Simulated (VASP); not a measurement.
# BiBrO (P4/nmm) in VASP: notebook

The runs below take BiBrO through single point, with LDA.

Everything below comes from runs of VASP 6.6.1. Logs are shortened: lines on timing, memory, paths and dates and some standing lists are left out, and cuts for length are marked.

## (1) The cell of the first run

The structure is tetragonal, space group P4/nmm (No. 129). The conventional cell has a = 4.077 Å, b = 4.077 Å, c = 8.281 Å, α = 90.00°, β = 90.00°, γ = 90.00°. Within 3.3 Å of Bi (site symmetry 4mm) lie 4 O at 2.42 Å and 4 Br at 3.29 Å. Br (site symmetry 4mm) has 6 Bi at 3.29 to 4.19 Å and 4 O at 3.53 Å and 8 Br at 3.82 to 4.08 Å within 4.3 Å. Within 3.2 Å of O (site symmetry -4m2) lie 4 Bi at 2.42 Å and 4 O at 2.88 Å.

## (2) Single point, LDA

Input file INCAR:

```
SYSTEM = BiBrO
PREC = Accurate
ENCUT = 520
EDIFF = 1E-6
ISMEAR = 0
SIGMA = 0.05
LREAL = .FALSE.
LASPH = .TRUE.
NELM = 100
ALGO = Normal
ISIF = 2
LWAVE = .FALSE.
LCHARG = .FALSE.
NBANDS = 37
```

Input file KPOINTS:

```
Automatic mesh
0
G
  8 8 4
  0 0 0
```

Input file POSCAR:

```
BiBrO
1.0
    4.0767000000      0.0000000000      0.0000000000
    0.0000000000      4.0767000000      0.0000000000
    0.0000000000      0.0000000000      8.2811000000
Bi Br O
2 2 2
Direct
    0.0000000000      0.5000000000      0.1575579020
    0.5000000000      0.0000000000      0.8424420980
    0.0000000000      0.5000000000      0.6517216503
    0.5000000000      0.0000000000      0.3482783497
    0.0000000000      0.0000000000      0.0000000000
    0.5000000000      0.5000000000      0.0000000000
```

Potentials or basis: VASP PAW LDA potentials, release 64 (Bi_d, Br, O).

On the command line:

```
> cat potpaw_LDA.64/Bi_d/POTCAR potpaw_LDA.64/Br/POTCAR potpaw_LDA.64/O/POTCAR > POTCAR
> mpirun -np 1 vasp_std > vasp.out
```

OUTCAR:

```text
SYSTEM = BiBrO
   PREC = Accurate
   ENCUT = 520
   EDIFF = 1E-6
   ISMEAR = 0
   LREAL = .FALSE.
   LASPH = .TRUE.
   NELM = 100
   ISIF = 2

 ion  position               nearest neighbor table
   1  0.000  0.500  0.158-   5 2.42   6 2.42   5 2.42   6 2.42   4 3.29   4 3.29   4 3.29   4 3.29
                             2 3.89   2 3.89   2 3.89   2 3.89
   2  0.500  0.000  0.842-   5 2.42   6 2.42   6 2.42   5 2.42   3 3.29   3 3.29   3 3.29   3 3.29
                             1 3.89   1 3.89   1 3.89   1 3.89
   3  0.000  0.500  0.652-   2 3.29   2 3.29   2 3.29   2 3.29
   4  0.500  0.000  0.348-   1 3.29   1 3.29   1 3.29   1 3.29
   5  0.000  0.000  0.000-   1 2.42   2 2.42   1 2.42   2 2.42
   6  0.500  0.500  0.000-   1 2.42   2 2.42   2 2.42   1 2.42

  LATTYP: Found a simple tetragonal cell.
 ALAT       =     4.0767000000
 C/A-ratio  =     2.0313243555

  Lattice vectors:

 A1 = (   4.0767000000,   0.0000000000,   0.0000000000)
 A2 = (   0.0000000000,   4.0767000000,   0.0000000000)
 A3 = (   0.0000000000,   0.0000000000,   8.2811000000)

Analysis of symmetry for initial positions (statically):
=====================================================================
 Subroutine PRICEL returns:
 Original cell was already a primitive cell.

 Routine SETGRP: Setting up the symmetry group for a
 simple tetragonal supercell.

 Subroutine GETGRP returns: Found 16 space group operations
 (whereof  8 operations were pure point group operations)
 out of a pool of 16 trial point group operations.

The static configuration has the point symmetry D_2d.
 The point group associated with its full space group is D_4h.

Analysis of symmetry for dynamics (positions and initial velocities):
=====================================================================
 Subroutine PRICEL returns:
 Original cell was already a primitive cell.

 Routine SETGRP: Setting up the symmetry group for a
 simple tetragonal supercell.

 Subroutine GETGRP returns: Found 16 space group operations
 (whereof  8 operations were pure point group operations)
 out of a pool of 16 trial point group operations.

The dynamic configuration has the point symmetry D_2d.
 The point group associated with its full space group is D_4h.

 Subroutine INISYM returns: Found 16 space group operations
 (whereof  8 operations are pure point group operations),
 and found     1 'primitive' translations

----------------------------------------------------------------------------------------

                                     Primitive cell

  volume of cell :     137.6276

  direct lattice vectors                    reciprocal lattice vectors
     4.076700000  0.000000000  0.000000000     0.245296441  0.000000000  0.000000000
     0.000000000  4.076700000  0.000000000     0.000000000  0.245296441  0.000000000
     0.000000000  0.000000000  8.281100000     0.000000000  0.000000000  0.120756904

  length of vectors
     4.076700000  4.076700000  8.281100000     0.245296441  0.245296441  0.120756904

  position of ions in fractional coordinates (direct lattice)
     0.000000000  0.500000000  0.157557902
     0.500000000  0.000000000  0.842442098
     0.000000000  0.500000000  0.651721650
     0.500000000  0.000000000  0.348278350
     0.000000000  0.000000000  0.000000000
     0.500000000  0.500000000  0.000000000

  ion indices of the primitive-cell ions
   primitive index   ion index
                 1           1
                 2           2
                 3           3
                 4           4
                 5           5
                 6           6

----------------------------------------------------------------------------------------

 KPOINTS: Automatic mesh

Automatic generation of k-mesh.
 Grid dimensions read from file:
 generate k-points for:    8    8    4

 Generating k-lattice:

  Cartesian coordinates                     Fractional coordinates (reciprocal lattice)
     0.030662055  0.000000000  0.000000000     0.125000000  0.000000000  0.000000000
     0.000000000  0.030662055  0.000000000     0.000000000  0.125000000  0.000000000
     0.000000000  0.000000000  0.030189226     0.000000000  0.000000000  0.250000000

  Length of vectors
     0.030662055  0.030662055  0.030189226

  Shift w.r.t. Gamma in fractional coordinates (k-lattice)
     0.000000000  0.000000000  0.000000000

 Subroutine IBZKPT returns following result:
 ===========================================

 Found     45 irreducible k-points:

 Following reciprocal coordinates:
            Coordinates               Weight
  0.000000  0.000000  0.000000      1.000000
  0.125000  0.000000  0.000000      4.000000
  0.250000  0.000000  0.000000      4.000000
  0.375000  0.000000  0.000000      4.000000
  0.500000  0.000000  0.000000      2.000000
  0.125000  0.125000  0.000000      4.000000
[... 16 lines left out ...]
  0.375000  0.125000  0.250000     16.000000
  0.500000  0.125000  0.250000      8.000000
 [... further k-points ...]
   k-points           NKPTS =     45   k-points in BZ     NKDIM =     45   number of bands    NBANDS=     37
   number of dos      NEDOS =    301   number of ions     NIONS =      6
   total plane-waves  NPLWV =  57600
   dimension x,y,z NGX =    30 NGY =   30 NGZ =   64
   dimension x,y,z NGXF=    60 NGYF=   60 NGZF=  128
   ions per type =               2   2   2
   NGX,Y,Z   is equivalent  to a cutoff of  12.23, 12.23, 12.85 a.u.
   NGXF,Y,Z  is equivalent  to a cutoff of  24.47, 24.47, 25.70 a.u.
 SYSTEM =  BiBrO
   PREC   = accura    normal or accurate (medium, high low for compatibility)
   ISTART =      0    job   : 0-new  1-cont  2-samecut
   ICHARG =      2    charge: 1-file 2-atom 10-const
   ISPIN  =      1    spin polarized calculation?
   LNONCOLLINEAR =      F non collinear calculations
   LSORBIT =      F    spin-orbit coupling
   LASPH  =      T    aspherical Exc in radial PAW
   ENCUT  =  520.0 eV  38.22 Ry    6.18 a.u.   7.58  7.58 15.40*2*pi/ulx,y,z
   NELM   =    100;   NELMIN=  2; NELMDL= -5     # of ELM steps
   EDIFF  = 0.1E-05   stopping-criterion for ELM
   LREAL  =      F    real-space projection
   EDIFFG = 0.1E-04   stopping-criterion for IOM
   NSW    =      0    number of steps for IOM
   IBRION =     -1    ionic relax: 0-MD 1-quasi-New 2-CG
   NFREE  =      0    steps in history (QN), initial steepest desc. (CG)
   ISIF   =      2    stress and relaxation
   ISYM   =      2    0-nonsym 1-usesym 2-fastsym
   POTIM  = 0.5000    time-step for ionic-motion
   TEBEG  =    0.0;   TEEND  =   0.0 temperature during run
   PSTRESS=    0.0 pullay stress
   NELECT =      56.0000    total number of electrons
   NUPDOWN=      -1.0000    fix difference up-down
   EMIN   =  10.00;   EMAX   =-10.00  energy-range for DOS
   EFERMI =   0.00;   METHOD = LEGACY
   ISMEAR =     0;   SIGMA  =   0.05  broadening in eV -4-tet -1-fermi 0-gaus
   EFERMI_NEDOS =   21; number of points for ismear=-14 and -15
   IALGO  =     38    algorithm
   IMIX   =      4    mixing-type and parameters
     AMIX     =   0.40;   BMIX     =  1.00
     AMIX_MAG =   1.60;   BMIX_MAG =  1.00
  volume/ion in A,a.u.               =      22.94       154.79
  Fermi-wavevector in a.u.,A,eV,Ry     =   1.213116  2.292457 20.023019  1.471650
  Thomas-Fermi vector in A             =   2.348578
   LORBIT       =      0    0 simple, 1 ext, 2 COOP (PROOUT), +10 PAW based schemes
   GGA     = CA    functional components
   LHFCALC =     F    Hartree Fock is set to
   AEXX    =    0.0000 exact exchange contribution
   IVDW    =     0    specifies the selected vdW correction
   LEPSILON=     F    determine dielectric tensor
   LRPA    =     F    only Hartree local field effects (RPA)
 non-spin polarized calculation
 Gauss-broadening in eV      SIGMA  =   0.05
  energy-cutoff  :      520.00
  volume of cell :      137.63
 maximum number of plane-waves:      3730
   NGX = 15   NGY = 15   NGZ = 31

 number of electron      55.9999988 magnetization

 Free energy of the ion-electron system (eV)
  ---------------------------------------------------
  ext. energy  EPLUGINS =         0.00000000
  ---------------------------------------------------
  free energy    TOTEN  =       -31.27765682 eV

  energy without entropy =      -31.27765682  energy(sigma->0) =      -31.27765682

 E-fermi :   3.0914     XC(G=0):  -9.9572

 val. band max:        2.8498419727   @ k =   0.3750   0.0000   0.5000
 cond. band min:       4.8001381398   @ k =   0.0000   0.0000   0.5000
 fundamental gap:      1.9502961671
 Fermi energy:         3.0914114033

 k-point     1 :       0.0000    0.0000    0.0000
  band No.  band energies     occupation
      1     -19.2101      2.00000
      2     -19.1309      2.00000
      3     -19.1266      2.00000
      4     -19.1266      2.00000
      5     -19.1120      2.00000
      6     -19.1072      2.00000
[... 29 lines left out ...]
     36      10.9014      0.00000
     37      11.2057      0.00000

 k-point     2 :       0.1250    0.0000    0.0000
  band No.  band energies     occupation
      1     -19.2075      2.00000
      2     -19.1306      2.00000
      3     -19.1257      2.00000
      4     -19.1220      2.00000
      5     -19.1125      2.00000
      6     -19.1039      2.00000
[... 29 lines left out ...]
     36      10.9908      0.00000
     37      11.4983      0.00000

 k-point     3 :       0.2500    0.0000    0.0000
  band No.  band energies     occupation
      1     -19.2017      2.00000
      2     -19.1286      2.00000
      3     -19.1238      2.00000
      4     -19.1233      2.00000
      5     -19.1107      2.00000
      6     -19.1093      2.00000
[... 29 lines left out ...]
     36      11.4049      0.00000
     37      12.0642      0.00000

 k-point     4 :       0.3750    0.0000    0.0000
  band No.  band energies     occupation
      1     -19.1927      2.00000
      2     -19.1519      2.00000
      3     -19.1247      2.00000
      4     -19.1197      2.00000
      5     -19.1155      2.00000
      6     -19.1087      2.00000
[... 29 lines left out ...]
     36      11.6918      0.00000
     37      11.9539      0.00000
[... 683 lines left out ...]
      1     -19.2023      2.00000
      2     -19.1336      2.00000
      3     -19.1265      2.00000
      4     -19.1188      2.00000
      5     -19.1104      2.00000
      6     -19.1082      2.00000
[... 29 lines left out ...]
     36      11.6396      0.00000
     37      12.2202      0.00000

 k-point    23 :       0.3750    0.1250    0.2500
  band No.  band energies     occupation
      1     -19.1961      2.00000
      2     -19.1606      2.00000
      3     -19.1223      2.00000
      4     -19.1148      2.00000
      5     -19.1134      2.00000
      6     -19.1033      2.00000
[... 29 lines left out ...]
     36      11.8892      0.00000
     37      11.9592      0.00000

 k-point    24 :       0.5000    0.1250    0.2500
  band No.  band energies     occupation
      1     -19.1828      2.00000
      2     -19.1828      2.00000
      3     -19.1176      2.00000
      4     -19.1176      2.00000
      5     -19.1099      2.00000
      6     -19.1099      2.00000
[... 29 lines left out ...]
     36      11.7481      0.00000
     37      12.0298      0.00000

 [... further k-points ...]
[... 5 lines left out ...]
  --------------------------------------------------------------------------------------
  -------------------------------------------------------------------------------------
  Total       -9.4592801     -9.4592801     -7.4248495      0.0000000     -0.0000000      0.0000000
  in kB     -110.1192211   -110.1192211    -86.4356101      0.0000000     -0.0000000      0.0000000
  external PRESSURE =    -102.2246841 kB  Pullay stress =       0.0000000 kB

 VOLUME and BASIS-vectors are now :
 -----------------------------------------------------------------------------
  energy-cutoff  :      520.00
  volume of cell :      137.63
      direct lattice vectors                 reciprocal lattice vectors
     4.076700000  0.000000000  0.000000000     0.245296441  0.000000000  0.000000000
     0.000000000  4.076700000  0.000000000     0.000000000  0.245296441  0.000000000
     0.000000000  0.000000000  8.281100000     0.000000000  0.000000000  0.120756904

 POSITION                                       TOTAL-FORCE (eV/Angst)
 -----------------------------------------------------------------------------------
      0.00000      2.03835      1.30475         0.000000     -0.000000     -1.337743
      2.03835      0.00000      6.97635        -0.000000      0.000000      1.337743
      0.00000      2.03835      5.39697         0.000000      0.000000      0.436803
      2.03835      0.00000      2.88413        -0.000000     -0.000000     -0.436803
      0.00000      0.00000      0.00000         0.000000      0.000000      0.000000
      2.03835      2.03835      0.00000         0.000000     -0.000000      0.000000
 -----------------------------------------------------------------------------------
    total drift:                                0.000000      0.000000      0.000000

  FREE ENERGIE OF THE ION-ELECTRON SYSTEM (eV)
  ---------------------------------------------------
  free  energy   TOTEN  =       -31.2776568202 eV

  energy  without entropy=      -31.2776568202  energy(sigma->0) =      -31.27765682
```

It took 6.5 min on 1 thread of Intel Xeon 8259CL, shared host; peak memory 0.32 GiB.

Results:

```
Free energy            : -31.2777 eV
Pressure               : -10.2 GPa
Largest force          : 1.338 eV/Å
Band gap on the k mesh : 1.95 eV (least direct gap 2.04 eV)
```

Forces in eV/Å, atoms in the order of the input:
```
Bi   0.000  0.000 -1.338
Bi   0.000  0.000  1.338
Br   0.000  0.000  0.437
Br   0.000  0.000 -0.437
O    0.000  0.000  0.000
O    0.000  0.000  0.000
```

Stress tensor (GPa, compression positive):
```
-11.01   0.00   0.00
  0.00 -11.01   0.00
  0.00   0.00  -8.64
```

Caveat: the cell stands under tension; spin-orbit coupling is left out, which moves the levels of the heavy elements; forces of over 1 eV/Å act on the atoms, so gaps and moduli don't describe the material at rest. A k mesh can miss the band edges.

(Part 1 of 2 ends here.)
